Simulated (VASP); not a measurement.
**Mo: single point with PBE**

The system is Mo.

```xyz
1
Lattice="-1.5710 1.5710 1.4453 1.5710 -1.5710 1.4453 1.5710 1.5710 -1.4453" Properties=species:S:1:pos:R:3 pbc="T T T"
Mo    0.0000    0.0000    0.0000
```

This cell differs from its parent crystal: strain +0.000 along x and y, -0.080 along z.

- Program: VASP 6.6.1
- Task: single point
- Functional: PBE
- Potentials or basis: VASP PAW PBE potentials, release 64 (Mo_sv)
- Cutoff: 520 eV
- k mesh: 22 × 22 × 22
- Occupations: gaussian, width 0.15 eV
- Spin: no spin polarisation
- Dipole correction: no
- Further INCAR settings: ALGO = Fast; EDIFF = 1e-06; NBANDS = 13

```json
{
 "Pressure": "34.3 GPa",
 "Band gap on the k mesh": "zero (band 7 reaches 18.57 eV, above the bottom of band 8 at 12.74 eV)"
}
```

Stress tensor (GPa, compression positive):
```
24.07  0.00  0.00
 0.00 24.07  0.00
 0.00  0.00 54.63
```

Levels at points of the mesh, in eV from the Fermi level:
```csv
k point,band 3,band 4,band 5,band 6,band 7,band 8,band 9,band 10,band 11,band 12
"(0.00, 0.00, 0.00)",-34.34,-34.28,-7.50,-2.23,-1.09,-1.09,1.01,2.50,14.46,14.46
"(0.50, 0.00, 0.00)",-34.94,-34.40,-5.95,-4.20,1.88,2.33,3.39,5.41,12.12,13.45
"(0.50, 0.50, 0.00)",-34.78,-34.29,-5.77,-3.02,0.95,1.55,2.18,5.27,12.34,12.60
"(0.50, 0.50, 0.50)",-35.68,-35.34,-6.29,-6.05,4.45,4.45,4.78,9.10,9.10,11.33
```

It took 4.6 min on 1 thread of AMD EPYC 7R13, with other jobs on the host, peak memory 0.22 GiB.

Caveat: the cell differs from its parent crystal (strain +0.000 along x and y, -0.080 along z).
